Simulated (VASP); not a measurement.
Crystal: Ga.

```
Ga
1.0
     2.77842    0.00000    0.00000
     0.00000    3.28161    0.00000
    -1.34343    0.00000    3.99027
Ga
2
Cartesian
  -0.6607 2.4612 3.0732
  2.0957 0.8204 0.9171
```

| Item | Value |
| --- | --- |
| Program | VASP 6.6.1 |
| Task | relaxation of cell and atoms |
| Functional | PBEsol |
| Potentials or basis | VASP PAW PBE potentials, release 64 (Ga_d) |
| Cutoff | 600 eV |
| k mesh | 10 × 8 × 7 |
| Occupations | fermi-dirac, width 0.05 eV |
| Spin | no spin polarisation |

At the start: pressure -0.7 GPa; volume 18.19 Å³/atom.

**Question.** How do energy, volume and symmetry change on relaxing?

**Answer.** Over 24 steps the energy falls by 3.3 meV/atom and the volume is 17.97 Å³/atom (-1.2 %); space group Cmcm (No. 63, to 0.1 Å) before and after.

Step by step:
| step | energy change (eV) | largest force (eV/Å) | pressure (GPa) | volume (Å³) |
| --- | --- | --- | --- | --- |
| 1 | 0.0000 | 0.0707 | -0.70 | 36.38 |
| 2 | -0.0033 | 0.0244 | 0.07 | 35.97 |
| 3 | -0.0039 | 0.0119 | 0.47 | 35.74 |
| 4 | -0.0050 | 0.0224 | 0.10 | 35.91 |
| 5 | -0.0051 | 0.0265 | 0.10 | 35.97 |
| 6 | -0.0051 | 0.0337 | -0.16 | 36.08 |
| 7 | -0.0052 | 0.0280 | 0.00 | 36.02 |
| 8 | -0.0055 | 0.0106 | -0.05 | 36.05 |
| 9 | -0.0057 | 0.0233 | -0.06 | 36.08 |
| 10 | -0.0057 | 0.0635 | -0.23 | 36.15 |
| 11 | -0.0057 | 0.0342 | -0.18 | 36.11 |
| 12 | -0.0060 | 0.0344 | 0.19 | 36.03 |
| 13 | -0.0061 | 0.0355 | 0.11 | 36.01 |
| 14 | -0.0062 | 0.0359 | -0.02 | 35.98 |
| 15 | -0.0063 | 0.0360 | 0.23 | 35.93 |
| 16 | -0.0064 | 0.0225 | -0.08 | 35.95 |
| 17 | -0.0065 | 0.0205 | 0.02 | 35.96 |
| 18 | -0.0065 | 0.0153 | -0.20 | 35.97 |
| 19 | -0.0065 | 0.0283 | -0.05 | 35.97 |
| 20 | -0.0065 | 0.0181 | -0.03 | 35.97 |
| 21 | -0.0065 | 0.0094 | 0.16 | 35.96 |
| 22 | -0.0065 | 0.0114 | 0.00 | 35.96 |
| 23 | -0.0065 | 0.0097 | -0.04 | 35.96 |
| 24 | -0.0065 | 0.0058 | -0.04 | 35.95 |

Final structure:
```
CELL_PARAMETERS angstrom
2.76889 0.00000 -0.03695
0.00000 3.18961 0.00000
-1.39151 0.00000 4.08913
ATOMIC_POSITIONS crystal
Ga 0.12962 0.75000 0.76813
Ga 0.87038 0.25000 0.23187
```

Caveat: the PAW data sets were made with another functional, which shifts forces and pressure a little.
